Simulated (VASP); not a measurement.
# Si2W in VASP: single point with PBE

Aim: the single point of Si2W with PBE.

Program: VASP 6.6.1. These are calculated values, not measurements. Logs are shortened: lines on timing, memory, paths and dates and some standing lists are left out, and cuts for length are marked.

**1. The cell of the first run**

The cell holds a slab with vacuum, 15 atoms: a = 4.567 Å, b = 4.548 Å, c = 24.133 Å, α = 90.00°, β = 90.00°, γ = 120.13°.

**2. Single point, PBE**

INCAR reads:

```
PREC = Accurate
ENCUT = 520
EDIFF = 1E-6
ISMEAR = 0
SIGMA = 0.1
LREAL = Auto
LASPH = True
NELM = 100
ALGO = Normal
ISIF = 2
LWAVE = False
LCHARG = False
LDIPOL = True
IDIPOL = 3
DIPOL = 0.5 0.5 0.500
GGA = PE
NBANDS = 68
```

KPOINTS reads:

```
Automatic mesh
0
Gamma
  9 9 1
```

POSCAR reads:

```
Si2W
1.0
    4.5665464730      0.0000000000      0.0000000000
   -2.2832732365      3.9336866682      0.0000000000
    0.0000000000      0.0000000000     24.1330929461
Si W
10 5
Direct
    0.1654325919      0.3308651837      0.3107765762
    0.8345674081      0.6691348163      0.3107765762
    0.6654325919      0.3308651837      0.4053882881
    0.3345674081      0.6691348163      0.4053882881
    0.1654325919      0.3308651837      0.5000000000
    0.8345674081      0.6691348163      0.5000000000
    0.6654325919      0.3308651837      0.5946117119
    0.3345674081      0.6691348163      0.5946117119
    0.1654325919      0.3308651837      0.6892234238
    0.8345674081      0.6691348163      0.6892234238
    0.5000000000      0.0000000000      0.3107765762
    0.0000000000      0.0000000000      0.4053882881
    0.5000000000      0.0000000000      0.5000000000
    0.0000000000      0.0000000000      0.5946117119
    0.5000000000      0.0000000000      0.6892234238
```

Potentials or basis: VASP PAW PBE potentials, release 64 (Si, W_sv).

Run with:

```sh
$ cat potpaw_PBE.64/Si/POTCAR potpaw_PBE.64/W_sv/POTCAR > POTCAR
$ mpirun -np 1 vasp_std > vasp.out
```

OUTCAR:

```text
PREC = Accurate
   ENCUT = 520
   EDIFF = 1E-6
   ISMEAR = 0
   LREAL = Auto
   LASPH = True
   NELM = 100
   ISIF = 2
   GGA = PE

 ion  position               nearest neighbor table
   1  0.165  0.331  0.311-   2 2.60  11 2.63  11 2.63  12 2.63  11 2.63   2 2.64   2 2.64   4 2.64

   2  0.835  0.669  0.311-   1 2.60  11 2.63  11 2.63  12 2.63  11 2.63   1 2.64   1 2.64   3 2.64

   3  0.665  0.331  0.405-   4 2.60  12 2.63  12 2.63  11 2.63  13 2.63  12 2.63   4 2.64   4 2.64
                             6 2.64   2 2.64
   4  0.335  0.669  0.405-   3 2.60  12 2.63  12 2.63  11 2.63  13 2.63  12 2.63   3 2.64   3 2.64
                             5 2.64   1 2.64
   5  0.165  0.331  0.500-   6 2.60  13 2.63  13 2.63  12 2.63  14 2.63  13 2.63   6 2.64   6 2.64
                             8 2.64   4 2.64
   6  0.835  0.669  0.500-   5 2.60  13 2.63  13 2.63  12 2.63  14 2.63  13 2.63   5 2.64   5 2.64
                             7 2.64   3 2.64
   7  0.665  0.331  0.595-   8 2.60  14 2.63  14 2.63  13 2.63  15 2.63  14 2.63   8 2.64   8 2.64
                            10 2.64   6 2.64
   8  0.335  0.669  0.595-   7 2.60  14 2.63  14 2.63  13 2.63  15 2.63  14 2.63   7 2.64   7 2.64
                             9 2.64   5 2.64
   9  0.165  0.331  0.689-  10 2.60  15 2.63  15 2.63  14 2.63  15 2.63  10 2.64  10 2.64   8 2.64

  10  0.835  0.669  0.689-   9 2.60  15 2.63  15 2.63  14 2.63  15 2.63   9 2.64   9 2.64   7 2.64

  11  0.500  0.000  0.311-   1 2.63   2 2.63   1 2.63   2 2.63   4 2.63   3 2.63   1 2.63   2 2.63
                            12 3.23  12 3.23
  12  0.000  0.000  0.405-   3 2.63   4 2.63   3 2.63   4 2.63   2 2.63   5 2.63   6 2.63   1 2.63
                             3 2.63   4 2.63  11 3.23  13 3.23  11 3.23  13 3.23
  13  0.500  0.000  0.500-   5 2.63   6 2.63   5 2.63   6 2.63   4 2.63   7 2.63   8 2.63   3 2.63
                             5 2.63   6 2.63  12 3.23  14 3.23  12 3.23  14 3.23
  14  0.000  0.000  0.595-   7 2.63   8 2.63   7 2.63   8 2.63   6 2.63   9 2.63  10 2.63   5 2.63
                             7 2.63   8 2.63  13 3.23  15 3.23  13 3.23  15 3.23
  15  0.500  0.000  0.689-   9 2.63  10 2.63   9 2.63  10 2.63   8 2.63   7 2.63   9 2.63  10 2.63
                            14 3.23  14 3.23

  Warning from LATTYP: Monoclinic adjustment (A1->A3, A2->A1, A3->A2)!
  LATTYP: Found a base centered orthorhombic cell.
 ALAT       =     4.5665464730
 B/A-ratio  =     1.7228278269
 C/A-ratio  =     5.2847579870

  Lattice vectors:

 A1 = (   2.2832732365,  -3.9336866682,   0.0000000000)
 A2 = (   2.2832732365,   3.9336866682,   0.0000000000)
 A3 = (   0.0000000000,   0.0000000000,  24.1330929461)

Analysis of symmetry for initial positions (statically):
=====================================================================
 Subroutine PRICEL returns:
 Original cell was already a primitive cell.

 Routine SETGRP: Setting up the symmetry group for a
 base centered orthorhombic supercell.

 Subroutine GETGRP returns: Found  8 space group operations
 (whereof  8 operations were pure point group operations)
 out of a pool of  8 trial point group operations.

The static configuration has the point symmetry D_2h.

Analysis of symmetry for dynamics (positions and initial velocities):
=====================================================================
 Subroutine PRICEL returns:
 Original cell was already a primitive cell.

 Routine SETGRP: Setting up the symmetry group for a
 base centered orthorhombic supercell.

 Subroutine GETGRP returns: Found  8 space group operations
 (whereof  8 operations were pure point group operations)
 out of a pool of  8 trial point group operations.

The dynamic configuration has the point symmetry D_2h.

 Subroutine INISYM returns: Found  8 space group operations
 (whereof  8 operations are pure point group operations),
 and found     1 'primitive' translations

----------------------------------------------------------------------------------------

                                     Primitive cell

  volume of cell :     433.5115

  direct lattice vectors                    reciprocal lattice vectors
     4.566546473  0.000000000  0.000000000     0.218983866  0.127107226  0.000000000
    -2.283273236  3.933686668  0.000000000     0.000000000  0.254214452  0.000000000
     0.000000000  0.000000000 24.133092946     0.000000000  0.000000000  0.041436877
[... 64 lines left out ...]

 Following reciprocal coordinates:
            Coordinates               Weight
  0.000000  0.000000  0.000000      1.000000
  0.111111  0.000000  0.000000      4.000000
  0.222222  0.000000  0.000000      4.000000
  0.333333  0.000000  0.000000      4.000000
  0.444444  0.000000  0.000000      4.000000
  0.000000  0.111111  0.000000      2.000000
[... 16 lines left out ...]
  0.333333  0.333333  0.000000      2.000000
  0.000000  0.444444  0.000000      2.000000
   k-points           NKPTS =     25   k-points in BZ     NKDIM =     25   number of bands    NBANDS=     68
   number of dos      NEDOS =    301   number of ions     NIONS =     15
   total plane-waves  NPLWV = 233280
   dimension x,y,z NGX =    36 NGY =   36 NGZ =  180
   dimension x,y,z NGXF=    72 NGYF=   72 NGZF=  360
   ions per type =              10   5
   NGX,Y,Z   is equivalent  to a cutoff of  13.11, 13.16, 12.40 a.u.
   NGXF,Y,Z  is equivalent  to a cutoff of  26.21, 26.32, 24.80 a.u.
 SYSTEM =  unknown system
   PREC   = accura    normal or accurate (medium, high low for compatibility)
   ISTART =      0    job   : 0-new  1-cont  2-samecut
   ICHARG =      2    charge: 1-file 2-atom 10-const
   ISPIN  =      1    spin polarized calculation?
   LNONCOLLINEAR =      F non collinear calculations
   LSORBIT =      F    spin-orbit coupling
   LASPH  =      T    aspherical Exc in radial PAW
   ENCUT  =  520.0 eV  38.22 Ry    6.18 a.u.   8.49  8.46 44.87*2*pi/ulx,y,z
   NELM   =    100;   NELMIN=  2; NELMDL= -5     # of ELM steps
   EDIFF  = 0.1E-05   stopping-criterion for ELM
   LREAL  =      T    real-space projection
   EDIFFG = 0.1E-04   stopping-criterion for IOM
   NSW    =      0    number of steps for IOM
   IBRION =     -1    ionic relax: 0-MD 1-quasi-New 2-CG
   NFREE  =      0    steps in history (QN), initial steepest desc. (CG)
   ISIF   =      2    stress and relaxation
   ISYM   =      2    0-nonsym 1-usesym 2-fastsym
   POTIM  = 0.5000    time-step for ionic-motion
   TEBEG  =    0.0;   TEEND  =   0.0 temperature during run
   PSTRESS=    0.0 pullay stress
   NELECT =     110.0000    total number of electrons
   NUPDOWN=      -1.0000    fix difference up-down
   EMIN   =  10.00;   EMAX   =-10.00  energy-range for DOS
   EFERMI =   0.00;   METHOD = LEGACY
   ISMEAR =     0;   SIGMA  =   0.10  broadening in eV -4-tet -1-fermi 0-gaus
   EFERMI_NEDOS =   21; number of points for ismear=-14 and -15
   IALGO  =     38    algorithm
   IMIX   =      4    mixing-type and parameters
     AMIX     =   0.40;   BMIX     =  1.00
     AMIX_MAG =   1.60;   BMIX_MAG =  1.00
  volume/ion in A,a.u.               =      28.90       195.03
  Fermi-wavevector in a.u.,A,eV,Ry     =   1.036427  1.958564 14.615128  1.074182
  Thomas-Fermi vector in A             =   2.170818
   LORBIT       =      0    0 simple, 1 ext, 2 COOP (PROOUT), +10 PAW based schemes
   GGA     = PE    functional components
   LHFCALC =     F    Hartree Fock is set to
   AEXX    =    0.0000 exact exchange contribution
   IVDW    =     0    specifies the selected vdW correction
   LEPSILON=     F    determine dielectric tensor
   LRPA    =     F    only Hartree local field effects (RPA)
 non-spin polarized calculation
 Gauss-broadening in eV      SIGMA  =   0.10
  energy-cutoff  :      520.00
  volume of cell :      433.51
 maximum number of plane-waves:     11783
 NGX is ok and might be reduce to    36
   NGX = 17   NGY = 17   NGZ = 89

 number of electron     109.9999987 magnetization

 dipolmoment           0.000000      0.000000     -0.000000 electrons x Angstroem

 Free energy of the ion-electron system (eV)
  ---------------------------------------------------
  ext. energy  EPLUGINS =         0.00000000
  ---------------------------------------------------
  free energy    TOTEN  =      -118.65741082 eV

  energy without entropy =     -118.62041747  energy(sigma->0) =     -118.63891415

 E-fermi :   3.2949     XC(G=0):  -6.7234

 val. band max:        3.2912331936   @ k =   0.2222   0.1111   0.0000
 cond. band min:       3.3024073718   @ k =   0.1111   0.0000   0.0000
 fundamental gap:      0.0111741782
 Fermi energy:         3.2948733142

 k-point     1 :       0.0000    0.0000    0.0000
  band No.  band energies     occupation
      1     -70.4997      2.00000
      2     -70.4690      2.00000
      3     -70.4682      2.00000
      4     -70.3039      2.00000
      5     -70.3039      2.00000
      6     -34.8872      2.00000
[... 1669 lines left out ...]
     66       5.9259      0.00000
     67       6.1358      0.00000

 [... further k-points ...]

 [bands above 67 left out]

------------------------ aborting loop because EDIFF is reached ----------------------------------------

 vacuum level on the upper side and lower side of the slab       (xc-potential included)        -0.120        -0.120

  FORCE on cell =-STRESS in cart. coord.  units (eV):
  Direction    XX          YY          ZZ          XY          YZ          ZX
  --------------------------------------------------------------------------------------
  -------------------------------------------------------------------------------------
  Total       -8.3602881     -4.1145581     -4.5693742      0.0000000      0.0000000      0.0000000
  in kB      -30.8980588    -15.2066360    -16.8875512      0.0000000      0.0000000      0.0000000
  external PRESSURE =     -20.9974153 kB  Pullay stress =       0.0000000 kB

 VOLUME and BASIS-vectors are now :
 -----------------------------------------------------------------------------
  energy-cutoff  :      520.00
  volume of cell :      433.51
      direct lattice vectors                 reciprocal lattice vectors
     4.566546473  0.000000000  0.000000000     0.218983866  0.127107226  0.000000000
    -2.283273236  3.933686668  0.000000000     0.000000000  0.254214452  0.000000000
     0.000000000  0.000000000 24.133092946     0.000000000  0.000000000  0.041436877

 POSITION                                       TOTAL-FORCE (eV/Angst)
 -----------------------------------------------------------------------------------
      0.00000      1.30152      7.50000         0.000000     -0.161404     -0.507121
      2.28327      2.63217      7.50000        -0.000000      0.161404     -0.507121
      2.28327      1.30152      9.78327         0.000000     -0.213246     -0.602965
     -0.00000      2.63217      9.78327        -0.000000      0.213246     -0.602965
      0.00000      1.30152     12.06655         0.000000      0.032928      0.000000
      2.28327      2.63217     12.06655        -0.000000     -0.032928      0.000000
      2.28327      1.30152     14.34982         0.000000     -0.213246      0.602965
     -0.00000      2.63217     14.34982        -0.000000      0.213246      0.602965
      0.00000      1.30152     16.63309         0.000000     -0.161404      0.507121
      2.28327      2.63217     16.63309        -0.000000      0.161404      0.507121
      2.28327      0.00000      7.50000         0.000000     -0.000000      1.916499
      0.00000      0.00000      9.78327        -0.000000     -0.000000      0.387608
      2.28327      0.00000     12.06655         0.000000     -0.000000      0.000000
      0.00000      0.00000     14.34982        -0.000000     -0.000000     -0.387608
      2.28327      0.00000     16.63309         0.000000     -0.000000     -1.916499
 -----------------------------------------------------------------------------------
    total drift:                                0.000000     -0.000000      0.000000

  FREE ENERGIE OF THE ION-ELECTRON SYSTEM (eV)
  ---------------------------------------------------
  free  energy   TOTEN  =      -118.6574108211 eV

  energy  without entropy=     -118.6204174711  energy(sigma->0) =     -118.63891415

 vacuum level on the upper side and lower side of the slab         7.437         7.437
```

Wall time 18 min (1 thread of Intel Xeon 6975P-C (Granite Rapids), shared host); peak memory 0.77 GiB.

Results:

| Quantity | Value |
| --- | --- |
| Free energy | -118.6574 eV |
| Largest force | 1.916 eV/Å |
| Band gap on the k mesh | zero (bands 55 and 56 overlap by 0.65 eV) |

Forces on the atoms (eV/Å):
```
Si   0.000 -0.161 -0.507
Si   0.000  0.161 -0.507
Si   0.000 -0.213 -0.603
Si   0.000  0.213 -0.603
Si   0.000  0.033  0.000
Si   0.000 -0.033  0.000
Si   0.000 -0.213  0.603
Si   0.000  0.213  0.603
Si   0.000 -0.161  0.507
Si   0.000  0.161  0.507
W    0.000  0.000  1.916
W    0.000  0.000  0.388
W    0.000  0.000  0.000
W    0.000  0.000 -0.388
W    0.000  0.000 -1.916
```

Caveat: spin-orbit coupling is left out, which moves the levels of the heavy elements.
